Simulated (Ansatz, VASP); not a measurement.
TiSi2: VASP beside Ansatz

```
CELL_PARAMETERS angstrom
1.75326 -6.71392 0.00000
1.75326 6.71392 0.00000
0.00000 0.00000 3.54125
ATOMIC_POSITIONS crystal
Ti 0.10312 0.89688 0.25000
Ti 0.89688 0.10312 0.75000
Si 0.75031 0.24969 0.25000
Si 0.24969 0.75031 0.75000
Si 0.44175 0.55825 0.25000
Si 0.55825 0.44175 0.75000
```

Change from the starting cell: volume scaled by 0.98.

Alike in both runs: task single point; functional PBEsol; k mesh 8 × 8 × 8; occupations fermi-dirac, width 0.05 eV; no spin polarisation.

|  | VASP | Ansatz |
| --- | --- | --- |
| version | VASP 6.6.1 | Ansatz 0.2.0 |
| potentials or method | VASP PAW PBE potentials, release 64 (Ti_sv, Si), cutoff 520 eV | all-electron LAPW, scalar-relativistic |

Ansatz gave:

| Item | Value |
| --- | --- |
| gap on the k mesh at the Fermi level (eV) | none |
| pressure (GPa) | 0.8 |
| traceless stress, the component that is largest in VASP (GPa) | 0.90 |
| rms of the force components (eV/Å) | 0.093 |

Which values does VASP return?

gap on the k mesh at the Fermi level (eV): none; pressure (GPa): 0.9; traceless stress, the component that is largest in VASP (GPa): 0.95; rms of the force components (eV/Å): 0.094.

VASP's potentials were made for PBE, not for PBEsol. Atom by atom the forces differ by 0.001 eV/Å (rms over components). A gap of «none» marks a metal or a gap that the smearing closes. Ansatz ran all-electron here, and VASP with PAW potentials.
